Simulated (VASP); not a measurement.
A run of VASP 6.6.1 is set up as follows.

The input POSCAR:

```
SrCl2
1.0
    0.0000000000      3.4540540000      3.4540540000
    3.4540540000      0.0000000000      3.4540540000
    3.4540540000      3.4540540000      0.0000000000
Sr Cl
1 2
Direct
    0.0000000000      0.0000000000      0.0000000000
    0.2500000000      0.2500000000      0.2500000000
    0.7500000000      0.7500000000      0.7500000000
```

The input INCAR.step1:

```
PREC = Accurate ; ENCUT = 520
ISMEAR = -1 ; SIGMA = 0.05
LREAL = F ; LASPH = T
NELM = 60 ; NBANDS = 19
GGA = PE ; ALGO = Normal
EDIFF = 1E-4 ; LWAVE = T
LCHARG = F
```

File INCAR.step2:

```
PREC = Accurate ; ENCUT = 520
EDIFF = 1E-6 ; ISMEAR = -1
SIGMA = 0.05 ; LREAL = F
LASPH = T ; NELM = 60
ALGO = Normal ; ISIF = 2
LWAVE = F ; LCHARG = F
METAGGA = R2SCAN ; LMIXTAU = T
NBANDS = 19 ; ISTART = 1
```

The input KPOINTS:

```
Automatic mesh
0
Gamma
  6 6 6
```

Potentials or basis: VASP PAW PBE potentials, release 64 (Sr_sv, Cl).

Run with:

```sh
$ cat potpaw_PBE.64/Sr_sv/POTCAR potpaw_PBE.64/Cl/POTCAR > POTCAR
$ cp INCAR.step1 INCAR
$ mpirun -np 1 vasp_std > vasp.out
$ cp INCAR.step2 INCAR
$ mpirun -np 1 vasp_std > vasp.out
```

(1) What does it give for the band gap on the k mesh?

(2) Estimate the pressure.

Results:

(1) 5.97 eV, direct.

(2) 1.6 GPa.

Caveat: the PAW data sets were made with another functional, which shifts forces and pressure a little.
